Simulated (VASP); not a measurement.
TaN: single point with PBEsol

Crystal: TaN.

```
Ta N
1.0
     3.04800    0.00000    0.00000
    -1.52400    2.63965    0.00000
     0.00000    0.00000    5.01636
Ta N
2 2
Direct
  0.00000 0.00000 0.00000
  0.00000 0.00000 0.50000
  0.33333 0.66667 0.25000
  0.66667 0.33333 0.75000
```

This cell differs from its parent crystal: zz strain of +2 %.

| Property | Result |
| --- | --- |
| Program | VASP 6.6.1 |
| Task | single point |
| Functional | PBEsol |
| Potentials or basis | VASP PAW PBE potentials, release 64 (Ta_pv, N) |
| Cutoff | 520 eV |
| k mesh | 11 × 11 × 6 |
| Occupations | fermi-dirac, width 0.01 eV |
| Spin | no spin polarisation |

```json
{
  "Pressure": "37.7 GPa",
  "Band gap on the k mesh": "zero (band 16 reaches 10.06 eV, above the bottom of band 17 at 7.86 eV)"
}
```

Stress tensor (GPa, compression positive):
```
13.55  0.00  0.00
 0.00 13.55  0.00
 0.00  0.00 85.93
```

Levels at points of the mesh, in eV from the Fermi level:
```
           k point  band 13  band 14  band 15  band 16  band 17  band 18  band 19  band 20
(0.00, 0.00, 0.00)    -3.49    -3.41    -3.41    -1.52    -1.52    -0.55    -0.55     2.75
(0.00, 0.00, 0.50)    -6.05    -6.05     0.00     0.00     0.18     0.18     0.18     0.18
```

Run time: 21 s on 1 thread of Intel(R) Xeon(R) 6975P-C (Granite Rapids), on a shared host, peak memory 0.19 GiB.

Caveat: the cell differs from its parent crystal (zz strain of +2 %); the PAW data sets were made with another functional, which shifts forces and pressure a little; spin-orbit coupling is left out, which moves the levels of the heavy elements.
